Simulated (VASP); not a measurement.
# V2MoS6 (P-31m) in VASP: single point with PBE

Aim: the single point of V2MoS6 with PBE.

Program: VASP 6.6.1. These are calculated values, not measurements. Logs are shortened: lines on timing, memory, paths and dates and some standing lists are left out, and cuts for length are marked.

**1. The cell of the first run**

Symmetry: P-31m, No. 162, trigonal system. The conventional cell has a = 5.514 Å, b = 5.514 Å, c = 6.889 Å, α = 90.00°, β = 90.00°, γ = 120.00°. Within 3.2 Å of V (site symmetry 32) lie 6 S at 2.36 Å and 3 V at 3.18 Å and 3 Mo at 3.18 Å. Within 3.2 Å of Mo (site symmetry -3m) lie 6 S at 2.41 Å and 6 V at 3.18 Å. Within 3.3 Å of S (site symmetry m) lie 2 V at 2.36 Å and 1 Mo at 2.41 Å and 6 S at 3.14 to 3.27 Å.

**2. Single point, PBE**

INCAR reads:

```
SYSTEM = V2MoS6
  PREC = Accurate
  ENCUT = 520
  EDIFF = 1E-7
  ISMEAR = 0
  SIGMA = 0.1
  LREAL = .FALSE.
  LASPH = .TRUE.
  NELM = 100
  ALGO = Normal
  ISIF = 2
  LWAVE = .FALSE.
  LCHARG = .FALSE.
  GGA = PE
  NBANDS = 48
```

KPOINTS reads:

```
Automatic mesh
0
G
  12 12 6
  0 0 0
```

POSCAR reads:

```
V2MoS6
1.0
    5.5136414672      0.0000000000      0.0000000000
   -2.7568207336      4.7749535780      0.0000000000
    0.0000000000      0.0000000000      6.8893487765
V Mo S
2 1 6
Direct
    0.3333333333      0.6666666667      0.0000000000
    0.6666666667      0.3333333333      0.0000000000
    0.0000000000      0.0000000000      0.0000000000
    0.6580065762      0.0000000000      0.7813653405
    0.3419934238      0.3419934238      0.7813653405
    0.0000000000      0.6580065762      0.7813653405
    0.3419934238      0.0000000000      0.2186346595
    0.0000000000      0.3419934238      0.2186346595
    0.6580065762      0.6580065762      0.2186346595
```

Potentials or basis: VASP PAW PBE potentials, release 64 (V_sv, Mo_sv, S).

Run with:

```bash
cat potpaw_PBE.64/V_sv/POTCAR potpaw_PBE.64/Mo_sv/POTCAR potpaw_PBE.64/S/POTCAR > POTCAR
mpirun -np 1 vasp_std > vasp.out
```

OUTCAR:

```text
SYSTEM = V2MoS6
   PREC = Accurate
   ENCUT = 520
   EDIFF = 1E-7
   ISMEAR = 0
   LREAL = .FALSE.
   LASPH = .TRUE.
   NELM = 100
   ISIF = 2
   GGA = PE

 ion  position               nearest neighbor table
   1  0.333  0.667  0.000-   6 2.36   7 2.36   8 2.36   4 2.36   9 2.36   5 2.36   3 3.18   3 3.18
                             3 3.18
   2  0.667  0.333  0.000-   8 2.36   4 2.36   6 2.36   7 2.36   5 2.36   9 2.36   3 3.18   3 3.18
                             3 3.18
   3  0.000  0.000  0.000-   4 2.41   7 2.41   6 2.41   5 2.41   8 2.41   9 2.41   1 3.18   2 3.18
                             2 3.18   1 3.18   2 3.18   1 3.18
   4  0.658  0.000  0.781-   2 2.36   1 2.36   3 2.41
   5  0.342  0.342  0.781-   2 2.36   1 2.36   3 2.41
   6  0.000  0.658  0.781-   1 2.36   2 2.36   3 2.41
   7  0.342  0.000  0.219-   1 2.36   2 2.36   3 2.41
   8  0.000  0.342  0.219-   2 2.36   1 2.36   3 2.41
   9  0.658  0.658  0.219-   1 2.36   2 2.36   3 2.41

  LATTYP: Found a hexagonal cell.
 ALAT       =     5.5136414672
 C/A-ratio  =     1.2495097509

  Lattice vectors:

 A1 = (   5.5136414672,   0.0000000000,   0.0000000000)
 A2 = (  -2.7568207336,   4.7749535780,   0.0000000000)
 A3 = (   0.0000000000,   0.0000000000,   6.8893487765)

Analysis of symmetry for initial positions (statically):
=====================================================================
 Subroutine PRICEL returns:
 Original cell was already a primitive cell.

 Routine SETGRP: Setting up the symmetry group for a
 hexagonal supercell.

 Subroutine GETGRP returns: Found 12 space group operations
 (whereof 12 operations were pure point group operations)
 out of a pool of 24 trial point group operations.

The static configuration has the point symmetry D_3d.

Analysis of symmetry for dynamics (positions and initial velocities):
=====================================================================
 Subroutine PRICEL returns:
 Original cell was already a primitive cell.

 Routine SETGRP: Setting up the symmetry group for a
 hexagonal supercell.

 Subroutine GETGRP returns: Found 12 space group operations
 (whereof 12 operations were pure point group operations)
 out of a pool of 24 trial point group operations.

[... 117 lines left out ...]
   NSW    =      0    number of steps for IOM
   IBRION =     -1    ionic relax: 0-MD 1-quasi-New 2-CG
   NFREE  =      0    steps in history (QN), initial steepest desc. (CG)
   ISIF   =      2    stress and relaxation
   ISYM   =      2    0-nonsym 1-usesym 2-fastsym
   POTIM  = 0.5000    time-step for ionic-motion
   TEBEG  =    0.0;   TEEND  =   0.0 temperature during run
   PSTRESS=    0.0 pullay stress
   NELECT =      76.0000    total number of electrons
   NUPDOWN=      -1.0000    fix difference up-down
   EMIN   =  10.00;   EMAX   =-10.00  energy-range for DOS
   EFERMI =   0.00;   METHOD = LEGACY
   ISMEAR =     0;   SIGMA  =   0.10  broadening in eV -4-tet -1-fermi 0-gaus
   EFERMI_NEDOS =   21; number of points for ismear=-14 and -15
   IALGO  =     38    algorithm
   IMIX   =      4    mixing-type and parameters
     AMIX     =   0.40;   BMIX     =  1.00
     AMIX_MAG =   1.60;   BMIX_MAG =  1.00
  volume/ion in A,a.u.               =      20.15       136.00
  Fermi-wavevector in a.u.,A,eV,Ry     =   1.225041  2.314992 20.418621  1.500726
  Thomas-Fermi vector in A             =   2.360094
   LORBIT       =      0    0 simple, 1 ext, 2 COOP (PROOUT), +10 PAW based schemes
   GGA     = PE    functional components
   LHFCALC =     F    Hartree Fock is set to
   AEXX    =    0.0000 exact exchange contribution
   IVDW    =     0    specifies the selected vdW correction
   LEPSILON=     F    determine dielectric tensor
   LRPA    =     F    only Hartree local field effects (RPA)
 non-spin polarized calculation
 Gauss-broadening in eV      SIGMA  =   0.10
  energy-cutoff  :      520.00
  volume of cell :      181.38
 maximum number of plane-waves:      4916
 NGX is ok and might be reduce to    42
   NGX = 21   NGY = 21   NGZ = 25

 number of electron      76.0000000 magnetization

 Free energy of the ion-electron system (eV)
  ---------------------------------------------------
  ext. energy  EPLUGINS =         0.00000000
  ---------------------------------------------------
  free energy    TOTEN  =       -60.74408022 eV

  energy without entropy =      -60.71800035  energy(sigma->0) =      -60.73104029

 E-fermi :   5.0784     XC(G=0):  -9.6743

 val. band max:        5.0749124710   @ k =   0.2500   0.1667   0.0000
 cond. band min:       5.0838988212   @ k =   0.0833   0.0833   0.5000
 fundamental gap:      0.0089863501
 Fermi energy:         5.0783931575

 k-point     1 :       0.0000    0.0000    0.0000
  band No.  band energies     occupation
      1     -59.6689      2.00000
      2     -59.6576      2.00000
      3     -56.3341      2.00000
      4     -33.6146      2.00000
      5     -33.6146      2.00000
      6     -33.5500      2.00000
[... 1213 lines left out ...]
     47       7.8310      0.00000
     48       7.9365      0.00000

 [... further k-points ...]

------------------------ aborting loop because EDIFF is reached ----------------------------------------

  FORCE on cell =-STRESS in cart. coord.  units (eV):
  Direction    XX          YY          ZZ          XY          YZ          ZX
  --------------------------------------------------------------------------------------
  -------------------------------------------------------------------------------------
  Total       -0.0903032     -0.0903032     -0.0829491      0.0000000      0.0000000      0.0000000
  in kB       -0.7976782     -0.7976782     -0.7327176      0.0000000      0.0000000      0.0000000
  external PRESSURE =      -0.7760247 kB  Pullay stress =       0.0000000 kB

 VOLUME and BASIS-vectors are now :
 -----------------------------------------------------------------------------
  energy-cutoff  :      520.00
  volume of cell :      181.38
      direct lattice vectors                 reciprocal lattice vectors
     5.513641467  0.000000000  0.000000000     0.181368340  0.104713060  0.000000000
    -2.756820734  4.774953578  0.000000000     0.000000000  0.209426120  0.000000000
     0.000000000  0.000000000  6.889348777     0.000000000  0.000000000  0.145151600

 POSITION                                       TOTAL-FORCE (eV/Angst)
 -----------------------------------------------------------------------------------
     -0.00000      3.18330      0.00000        -0.000000      0.000000     -0.000000
      2.75682      1.59165      0.00000        -0.000000      0.000000      0.000000
      0.00000      0.00000      0.00000        -0.000000      0.000000      0.000000
      3.62801      0.00000      5.38310         0.002869      0.000000      0.003343
      0.94281      1.63300      5.38310        -0.001435     -0.002485      0.003343
     -1.81401      3.14195      5.38310        -0.001435      0.002485      0.003343
      1.88563      0.00000      1.50625        -0.002869     -0.000000     -0.003343
     -0.94281      1.63300      1.50625         0.001435     -0.002485     -0.003343
      1.81401      3.14195      1.50625         0.001435      0.002485     -0.003343
 -----------------------------------------------------------------------------------
    total drift:                               -0.000000      0.000000      0.000000

  FREE ENERGIE OF THE ION-ELECTRON SYSTEM (eV)
  ---------------------------------------------------
  free  energy   TOTEN  =       -60.7440802227 eV

  energy  without entropy=      -60.7180003529  energy(sigma->0) =      -60.73104029
```

stdout:

```text
POSCAR found type information on POSCAR V MoS
 POSCAR found :  3 types and       9 ions
 scaLAPACK will be used
 LDA part: xc-table for (Slater+PW92), standard interpolation
 POSCAR, INCAR and KPOINTS ok, starting setup
 FFT: planning ... GRIDC
 FFT: planning ... GRID_SOFT
 FFT: planning ... GRID
 WAVECAR not read
 entering main loop
```

It took 32 min on 1 thread of Intel Xeon 8259CL, shared host; peak memory 0.78 GiB.

Results:

| Quantity | Value |
| --- | --- |
| Free energy | -60.7441 eV |
| Pressure | -0.1 GPa |
| Largest force | 0.004 eV/Å |
| Band gap on the k mesh | zero (bands 38 and 39 overlap by 1.41 eV) |

Forces on the atoms (eV/Å):
```
V    0.000  0.000  0.000
V    0.000  0.000  0.000
Mo   0.000  0.000  0.000
S    0.003  0.000  0.003
S   -0.001 -0.002  0.003
S   -0.001  0.002  0.003
S   -0.003  0.000 -0.003
S    0.001 -0.002 -0.003
S    0.001  0.002 -0.003
```

Caveat: this functional lacks dispersion, which binds layers or chains, so the pressure and a relaxed spacing across them are unreliable; the run has no spin polarisation, though such a crystal can be magnetic. With open d or f shells a metallic result of PBE can be an artefact of self-interaction; +U or a hybrid may open a gap.
